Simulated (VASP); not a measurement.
Here is a VASP 6.6.1 calculation.

INCAR

```
ALGO = Normal
EDIFF = 1E-6
ENCUT = 520
GGA = PE
ISIF = 2
ISMEAR = 0
LASPH = True
LCHARG = True
LELF = True
LREAL = False
LVHAR = True
LWAVE = False
NBANDS = 24
NELM = 100
PREC = Accurate
SIGMA = 0.1
```

Contents of KPOINTS:

```
k-points
0
Gamma
  6 6 2
```

POSCAR

```
MgW
1.0
    2.8612163981      0.0000000000      0.0000000000
   -1.4306081991      2.4778860865      0.0000000000
    0.0000000000      0.0000000000      9.8167264575
Mg W
2 2
Direct
    0.0000000000      0.0000000000      0.0000000000
    0.0000000000      0.0000000000      0.5000000000
    0.3333333333      0.6666666667      0.2500000000
    0.6666666667      0.3333333333      0.7500000000
```

Potentials or basis: VASP PAW PBE potentials, release 64 (Mg, W_sv).

The run is started by

```bash
$ cat potpaw_PBE.64/Mg/POTCAR potpaw_PBE.64/W_sv/POTCAR > POTCAR
$ mpirun -np 1 vasp_std > vasp.out
```

(1) Estimate the pressure.

(2) Predict the band gap on the k mesh.

Results:

(1) 0.1 GPa.

(2) zero (band 16 reaches 7.00 eV, above the bottom of band 17 at 6.00 eV).

Caveat: the k points lie up to 0.42 Å⁻¹ apart; spin-orbit coupling is left out, which moves the levels of the heavy elements.
